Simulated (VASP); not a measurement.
# KF in VASP: notebook

Runs on KF. Level: PBE. Tasks: single point.

Everything below comes from runs of VASP 6.6.1. Logs are shortened: lines on timing, memory, paths and dates and some standing lists are left out, and cuts for length are marked.

## (1) The cell of the first run

It takes space group Fm-3m (No. 225, cubic). The conventional cell has a = 5.309 Å, b = 5.309 Å, c = 5.309 Å, α = 90.00°, β = 90.00°, γ = 90.00°. K (site symmetry m-3m) has 6 F at 2.65 Å within 3.5 Å. F (site symmetry m-3m) has 6 K at 2.65 Å within 3.5 Å.

## (2) Single point, PBE

Contents of INCAR:

```
  ALGO = Normal
  EDIFF = 1E-6
  ENCUT = 600
  GGA = PE
  GGA_COMPAT = False
  ISIF = 2
  ISMEAR = 1
  LASPH = True
  LCHARG = False
  LREAL = False
  LWAVE = False
  NBANDS = 15
  NELM = 120
  PREC = Accurate
  SIGMA = 0.028
```

Contents of KPOINTS:

```
k-points
0
Gamma
  2 2 2
```

Contents of POSCAR:

```
KF
1.0
    0.0000000000      2.6544134050      2.6544134050
    2.6544134050      0.0000000000      2.6544134050
    2.6544134050      2.6544134050      0.0000000000
K F
1 1
Direct
    0.0000000000      0.0000000000      0.0000000000
    0.5000000000      0.5000000000      0.5000000000
```

Potentials or basis: VASP PAW PBE potentials, release 64 (K_sv, F).

Run with:

```bash
$ cat potpaw_PBE.64/K_sv/POTCAR potpaw_PBE.64/F/POTCAR > POTCAR
$ mpirun -np 1 vasp_std > vasp.out
```

OUTCAR:

```text
EDIFF = 1E-6
   ENCUT = 600
   GGA = PE
   ISIF = 2
   ISMEAR = 1
   LASPH = True
   LREAL = False
   NELM = 120
   PREC = Accurate

 ion  position               nearest neighbor table
   1  0.000  0.000  0.000-   2 2.65   2 2.65   2 2.65   2 2.65   2 2.65   2 2.65
   2  0.500  0.500  0.500-   1 2.65   1 2.65   1 2.65   1 2.65   1 2.65   1 2.65

  LATTYP: Found a face centered cubic cell.
 ALAT       =     5.3088268100

  Lattice vectors:

 A1 = (   0.0000000000,   2.6544134050,   2.6544134050)
 A2 = (   2.6544134050,   0.0000000000,   2.6544134050)
 A3 = (   2.6544134050,   2.6544134050,   0.0000000000)

Analysis of symmetry for initial positions (statically):
=====================================================================
 Subroutine PRICEL returns:
 Original cell was already a primitive cell.

 Routine SETGRP: Setting up the symmetry group for a
 face centered cubic supercell.

 Subroutine GETGRP returns: Found 48 space group operations
 (whereof 48 operations were pure point group operations)
 out of a pool of 48 trial point group operations.

The static configuration has the point symmetry O_h .

Analysis of symmetry for dynamics (positions and initial velocities):
=====================================================================
 Subroutine PRICEL returns:
 Original cell was already a primitive cell.

 Routine SETGRP: Setting up the symmetry group for a
 face centered cubic supercell.

 Subroutine GETGRP returns: Found 48 space group operations
 (whereof 48 operations were pure point group operations)
 out of a pool of 48 trial point group operations.

The dynamic configuration has the point symmetry O_h .

 Subroutine INISYM returns: Found 48 space group operations
 (whereof 48 operations are pure point group operations),
 and found     1 'primitive' translations

----------------------------------------------------------------------------------------

                                     Primitive cell

  volume of cell :      37.4055

  direct lattice vectors                    reciprocal lattice vectors
     0.000000000  2.654413405  2.654413405    -0.188365535  0.188365535  0.188365535
     2.654413405  0.000000000  2.654413405     0.188365535 -0.188365535  0.188365535
     2.654413405  2.654413405  0.000000000     0.188365535  0.188365535 -0.188365535

  length of vectors
     3.753907437  3.753907437  3.753907437     0.326258676  0.326258676  0.326258676

  position of ions in fractional coordinates (direct lattice)
     0.000000000  0.000000000  0.000000000
     0.500000000  0.500000000  0.500000000

  ion indices of the primitive-cell ions
   primitive index   ion index
                 1           1
                 2           2

----------------------------------------------------------------------------------------

 KPOINTS: k-points

Automatic generation of k-mesh.
 Grid dimensions read from file:
 generate k-points for:    2    2    2

 Generating k-lattice:

  Cartesian coordinates                     Fractional coordinates (reciprocal lattice)
    -0.094182767  0.094182767  0.094182767     0.500000000  0.000000000  0.000000000
     0.094182767 -0.094182767  0.094182767     0.000000000  0.500000000  0.000000000
     0.094182767  0.094182767 -0.094182767     0.000000000  0.000000000  0.500000000

  Length of vectors
     0.163129338  0.163129338  0.163129338

  Shift w.r.t. Gamma in fractional coordinates (k-lattice)
     0.000000000  0.000000000  0.000000000

 Subroutine IBZKPT returns following result:
 ===========================================

 Found      3 irreducible k-points:

 Following reciprocal coordinates:
            Coordinates               Weight
  0.000000  0.000000  0.000000      1.000000
  0.500000  0.000000  0.000000      4.000000
  0.500000  0.500000  0.000000      3.000000
   k-points           NKPTS =      3   k-points in BZ     NKDIM =      3   number of bands    NBANDS=     15
   number of dos      NEDOS =    301   number of ions     NIONS =      2
   total plane-waves  NPLWV =  27000
   dimension x,y,z NGX =    30 NGY =   30 NGZ =   30
   dimension x,y,z NGXF=    60 NGYF=   60 NGZF=   60
   ions per type =               1   1
   NGX,Y,Z   is equivalent  to a cutoff of  13.29, 13.29, 13.29 a.u.
   NGXF,Y,Z  is equivalent  to a cutoff of  26.57, 26.57, 26.57 a.u.
 SYSTEM =  unknown system
   PREC   = accura    normal or accurate (medium, high low for compatibility)
   ISTART =      0    job   : 0-new  1-cont  2-samecut
   ICHARG =      2    charge: 1-file 2-atom 10-const
   ISPIN  =      1    spin polarized calculation?
   LNONCOLLINEAR =      F non collinear calculations
   LSORBIT =      F    spin-orbit coupling
   LASPH  =      T    aspherical Exc in radial PAW
   ENCUT  =  600.0 eV  44.10 Ry    6.64 a.u.   7.50  7.50  7.50*2*pi/ulx,y,z
   NELM   =    120;   NELMIN=  2; NELMDL= -5     # of ELM steps
   EDIFF  = 0.1E-05   stopping-criterion for ELM
   LREAL  =      F    real-space projection
   EDIFFG = 0.1E-04   stopping-criterion for IOM
   NSW    =      0    number of steps for IOM
   IBRION =     -1    ionic relax: 0-MD 1-quasi-New 2-CG
   NFREE  =      0    steps in history (QN), initial steepest desc. (CG)
   ISIF   =      2    stress and relaxation
   ISYM   =      2    0-nonsym 1-usesym 2-fastsym
   POTIM  = 0.5000    time-step for ionic-motion
   TEBEG  =    0.0;   TEEND  =   0.0 temperature during run
   PSTRESS=    0.0 pullay stress
   NELECT =      16.0000    total number of electrons
   NUPDOWN=      -1.0000    fix difference up-down
   EMIN   =  10.00;   EMAX   =-10.00  energy-range for DOS
   EFERMI =   0.00;   METHOD = LEGACY
   ISMEAR =     1;   SIGMA  =   0.03  broadening in eV -4-tet -1-fermi 0-gaus
   EFERMI_NEDOS =   21; number of points for ismear=-14 and -15
   IALGO  =     38    algorithm
   IMIX   =      4    mixing-type and parameters
     AMIX     =   0.40;   BMIX     =  1.00
     AMIX_MAG =   1.60;   BMIX_MAG =  1.00
  volume/ion in A,a.u.               =      18.70       126.21
  Fermi-wavevector in a.u.,A,eV,Ry     =   1.233492  2.330962 20.701292  1.521502
  Thomas-Fermi vector in A             =   2.368220
   LORBIT       =      0    0 simple, 1 ext, 2 COOP (PROOUT), +10 PAW based schemes
   GGA     = PE    functional components
   LHFCALC =     F    Hartree Fock is set to
   AEXX    =    0.0000 exact exchange contribution
   IVDW    =     0    specifies the selected vdW correction
   LEPSILON=     F    determine dielectric tensor
   LRPA    =     F    only Hartree local field effects (RPA)
 non-spin polarized calculation
 Methfessel and Paxton  Order N= 1 SIGMA  =   0.03
  energy-cutoff  :      600.00
  volume of cell :       37.41
 maximum number of plane-waves:      1243
 NGX is ok and might be reduce to    30
   NGX = 15   NGY = 15   NGZ = 15

 number of electron      16.0000003 magnetization

 Free energy of the ion-electron system (eV)
  ---------------------------------------------------
  ext. energy  EPLUGINS =         0.00000000
  ---------------------------------------------------
  free energy    TOTEN  =        -8.25902365 eV

  energy without entropy =       -8.25966284  energy(sigma->0) =       -8.25923671

 E-fermi :  -2.6940     XC(G=0):  -8.4851

 val. band max:       -2.7175233469   @ k =   0.0000   0.0000   0.0000
 cond. band min:       3.5301962323   @ k =   0.0000   0.0000   0.0000
 fundamental gap:      6.2477195792
 Fermi energy:        -2.6940380877

 k-point     1 :       0.0000    0.0000    0.0000
  band No.  band energies     occupation
      1     -28.8391      2.00000
      2     -21.3830      2.00000
      3     -12.0750      2.00000
      4     -12.0750      2.00000
      5     -12.0750      2.00000
      6      -2.7175      1.99862
      7      -2.7175      1.99862
      8      -2.7175      1.99862
      9       3.5302      0.00000
     10       7.9838      0.00000
     11       7.9838      0.00000
     12       7.9838      0.00000
     13       9.6807      0.00000
     14       9.6807      0.00000
     15      14.3364      0.00000

 k-point     2 :       0.5000    0.0000    0.0000
  band No.  band energies     occupation
      1     -28.7353      2.00000
      2     -21.4811      2.00000
      3     -12.3593      2.00000
      4     -12.1128      2.00000
      5     -12.1128      2.00000
      6      -3.5353      2.00000
      7      -3.0821      2.00000
      8      -3.0821      2.00000
      9       6.4124      0.00000
     10       8.0142      0.00000
     11       9.4169      0.00000
     12       9.4169      0.00000
     13      11.6785      0.00000
     14      11.6785      0.00000
     15      13.6073      0.00000

 k-point     3 :       0.5000    0.5000    0.0000
  band No.  band energies     occupation
      1     -28.7130      2.00000
      2     -21.4035      2.00000
      3     -12.6663      2.00000
      4     -12.2986      2.00000
      5     -12.2986      2.00000
      6      -2.9225      2.00000
      7      -2.7712      2.00069
      8      -2.7712      2.00069
      9       5.4714      0.00000
     10       7.6673      0.00000
     11       9.2357      0.00000
     12      10.9645      0.00000
     13      11.5959      0.00000
     14      11.5959      0.00000
     15      13.3069      0.00000

------------------------ aborting loop because EDIFF is reached ----------------------------------------

  FORCE on cell =-STRESS in cart. coord.  units (eV):
  Direction    XX          YY          ZZ          XY          YZ          ZX
  --------------------------------------------------------------------------------------
  -------------------------------------------------------------------------------------
  Total        0.5243840      0.5243840      0.5243840      0.0000000     -0.0000000      0.0000000
  in kB       22.4607535     22.4607535     22.4607535      0.0000000     -0.0000000      0.0000000
  external PRESSURE =      22.4607535 kB  Pullay stress =       0.0000000 kB

 VOLUME and BASIS-vectors are now :
 -----------------------------------------------------------------------------
  energy-cutoff  :      600.00
  volume of cell :       37.41
      direct lattice vectors                 reciprocal lattice vectors
     0.000000000  2.654413405  2.654413405    -0.188365535  0.188365535  0.188365535
     2.654413405  0.000000000  2.654413405     0.188365535 -0.188365535  0.188365535
     2.654413405  2.654413405  0.000000000     0.188365535  0.188365535 -0.188365535

 POSITION                                       TOTAL-FORCE (eV/Angst)
 -----------------------------------------------------------------------------------
      0.00000      0.00000      0.00000         0.000000      0.000000     -0.000000
      2.65441      2.65441      2.65441        -0.000000      0.000000      0.000000
 -----------------------------------------------------------------------------------
    total drift:                                0.000000      0.000000      0.000000

  FREE ENERGIE OF THE ION-ELECTRON SYSTEM (eV)
  ---------------------------------------------------
  free  energy   TOTEN  =        -8.2590236489 eV

  energy  without entropy=       -8.2596628384  energy(sigma->0) =       -8.25923671
```

It took 10 s on 1 thread of Intel Xeon 8259CL, shared host; peak memory 0.16 GiB.

What came out:

```yaml
Free_energy: -8.2590 eV
Pressure: 2.2 GPa
Band_gap_on_the_k_mesh: 6.25 eV, direct
```

Levels at points of the mesh, in eV from the valence-band top:
```tsv
k point	band 5	band 6	band 7	band 8	band 9	band 10	band 11	band 12
(0.00, 0.00, 0.00)	-9.36	0.00	0.00	0.00	6.25	10.70	10.70	10.70
(0.50, 0.00, 0.00)	-9.40	-0.82	-0.36	-0.36	9.13	10.73	12.13	12.13
(0.50, 0.50, 0.00)	-9.58	-0.21	-0.05	-0.05	8.19	10.38	11.95	13.68
```

Caveat: the k points lie up to 1.02 Å⁻¹ apart. A hybrid or GW would open this gap; PBE tends to underestimate it.

## (3) Single point, PBE

This run uses another cell than the first one, of 22.26 Å³/atom, 1.190 times its volume.

Contents of INCAR:

```
PREC     = Accurate       # precision mode
ENCUT    = 520            # plane-wave cutoff, eV
EDIFF    = 1E-6           # SCF threshold, eV
ISMEAR   = 0              # smearing method
SIGMA    = 0.1            # smearing width, eV
LREAL    = False          # projectors in reciprocal space
LASPH    = True           # aspherical terms in the spheres
NELM     = 120            # most SCF steps
ALGO     = Normal         # electronic algorithm
ISIF     = 2              # what is computed and relaxed
LWAVE    = False          # write WAVECAR
LCHARG   = False          # write CHGCAR
GGA      = PE             # functional
NBANDS   = 15             # bands
GGA_COMPAT= False
```

Contents of KPOINTS:

```
Automatic mesh
0
Gamma
  3 1 2
```

Contents of POSCAR:

```
KF
1.0
    0.0000000000      2.8128779093      2.8128779093
    2.8128779093      0.0000000000      2.8128779093
    2.8128779093      2.8128779093      0.0000000000
K F
1 1
Direct
   -0.0001014975      0.0021712638      0.0001004309
    0.5002090547      0.4955312832      0.4997934661
```

Potentials or basis: VASP PAW PBE potentials, release 64 (K_sv, F).

Run with:

```bash
$ cat potpaw_PBE.64/K_sv/POTCAR potpaw_PBE.64/F/POTCAR > POTCAR
$ mpirun -np 1 vasp_std > vasp.out
```

OUTCAR:

```text
PREC = Accurate
   ENCUT = 520
   EDIFF = 1E-6
   ISMEAR = 0
   LREAL = False
   LASPH = True
   NELM = 120
   ISIF = 2
   GGA = PE

 ion  position               nearest neighbor table
   1  1.000  0.002  0.000-   2 2.79   2 2.80   2 2.81   2 2.81   2 2.83   2 2.83
   2  0.500  0.496  0.500-   1 2.79   1 2.80   1 2.81   1 2.81   1 2.83   1 2.83

  LATTYP: Found a face centered cubic cell.
 ALAT       =     5.6257558186

  Lattice vectors:

 A1 = (   0.0000000000,   2.8128779093,   2.8128779093)
 A2 = (   2.8128779093,   0.0000000000,   2.8128779093)
 A3 = (   2.8128779093,   2.8128779093,   0.0000000000)

Analysis of symmetry for initial positions (statically):
=====================================================================
 Subroutine PRICEL returns:
 Original cell was already a primitive cell.

 Routine SETGRP: Setting up the symmetry group for a
 face centered cubic supercell.

 Subroutine GETGRP returns: Found  2 space group operations
 (whereof  2 operations were pure point group operations)
 out of a pool of 48 trial point group operations.

The static configuration has the point symmetry C_1h.

Analysis of symmetry for dynamics (positions and initial velocities):
=====================================================================
 Subroutine PRICEL returns:
 Original cell was already a primitive cell.

 Routine SETGRP: Setting up the symmetry group for a
 face centered cubic supercell.

 Subroutine GETGRP returns: Found  2 space group operations
 (whereof  2 operations were pure point group operations)
 out of a pool of 48 trial point group operations.

The dynamic configuration has the point symmetry C_1h.

 Subroutine INISYM returns: Found  2 space group operations
 (whereof  2 operations are pure point group operations),
 and found     1 'primitive' translations

----------------------------------------------------------------------------------------

                                     Primitive cell

  volume of cell :      44.5126

  direct lattice vectors                    reciprocal lattice vectors
[... 121 lines left out ...]
  energy-cutoff  :      520.00
  volume of cell :       44.51
 maximum number of plane-waves:      1243
 NGX is ok and might be reduce to    30
   NGX = 15   NGY = 15   NGZ = 15

 number of electron      16.0000006 magnetization

 Free energy of the ion-electron system (eV)
  ---------------------------------------------------
  ext. energy  EPLUGINS =         0.00000000
  ---------------------------------------------------
  free energy    TOTEN  =        -8.02823125 eV

  energy without entropy =       -8.02823125  energy(sigma->0) =       -8.02823125

 E-fermi :  -2.4847     XC(G=0):  -7.7058

 val. band max:       -3.0196157430   @ k =   0.0000   0.0000   0.0000
 cond. band min:       2.2943027386   @ k =   0.0000   0.0000   0.0000
 fundamental gap:      5.3139184816
 Fermi energy:        -2.4847085344

 k-point     1 :       0.0000    0.0000    0.0000
  band No.  band energies     occupation
      1     -29.7394      2.00000
      2     -21.6194      2.00000
      3     -13.0959      2.00000
      4     -13.0773      2.00000
      5     -13.0626      2.00000
      6      -3.0670      2.00000
      7      -3.0647      2.00000
      8      -3.0196      2.00000
      9       2.2943      0.00000
     10       7.0594      0.00000
     11       7.0782      0.00000
     12       7.1109      0.00000
     13       8.5531      0.00000
     14       8.5697      0.00000
[... 41 lines left out ...]
      2     -21.6231      2.00000
      3     -13.3547      2.00000
      4     -13.2243      2.00000
      5     -13.1661      2.00000
      6      -3.3762      2.00000
      7      -3.2371      2.00000
      8      -3.1408      2.00000
      9       5.2746      0.00000
     10       6.0564      0.00000
     11       7.5656      0.00000
     12       9.2960      0.00000
     13       9.9419      0.00000
     14      10.2531      0.00000
     15      10.9080      0.00000

------------------------ aborting loop because EDIFF is reached ----------------------------------------

  FORCE on cell =-STRESS in cart. coord.  units (eV):
  Direction    XX          YY          ZZ          XY          YZ          ZX
  --------------------------------------------------------------------------------------
  -------------------------------------------------------------------------------------
  Total       -0.1900799     -0.6373553     -0.1905417      0.0000000      0.0000000      1.3820869
  in kB       -6.8417032    -22.9408506     -6.8583220      0.0000000      0.0000000     49.7465868
  external PRESSURE =     -12.2136253 kB  Pullay stress =       0.0000000 kB

 VOLUME and BASIS-vectors are now :
 -----------------------------------------------------------------------------
  energy-cutoff  :      520.00
  volume of cell :       44.51
      direct lattice vectors                 reciprocal lattice vectors
     0.000000000  2.812877909  2.812877909    -0.177753893  0.177753893  0.177753893
     2.812877909  0.000000000  2.812877909     0.177753893 -0.177753893  0.177753893
     2.812877909  2.812877909  0.000000000     0.177753893  0.177753893 -0.177753893

 POSITION                                       TOTAL-FORCE (eV/Angst)
 -----------------------------------------------------------------------------------
      0.00639      2.81287      2.81870        -0.013887      0.000000     -0.015371
      2.79973      2.81289      2.80090         0.013887     -0.000000      0.015371
 -----------------------------------------------------------------------------------
    total drift:                                0.000653     -0.011493      0.000615

  FREE ENERGIE OF THE ION-ELECTRON SYSTEM (eV)
  ---------------------------------------------------
  free  energy   TOTEN  =        -8.0282312482 eV

  energy  without entropy=       -8.0282312482  energy(sigma->0) =       -8.02823125
```

It took 9.6 s on 1 thread of Intel Xeon 8259CL, shared host; peak memory 0.16 GiB.

What came out:

```
Free energy            : -8.0282 eV
Pressure               : -1.2 GPa
Largest force          : 0.021 eV/Å
Band gap on the k mesh : 5.31 eV, direct
```

Forces on the atoms (eV/Å):
```
K   -0.014  0.000 -0.015
F    0.014  0.000  0.015
```

Caveat: the k points lie up to 1.93 Å⁻¹ apart.

[end of part 1 of 2]
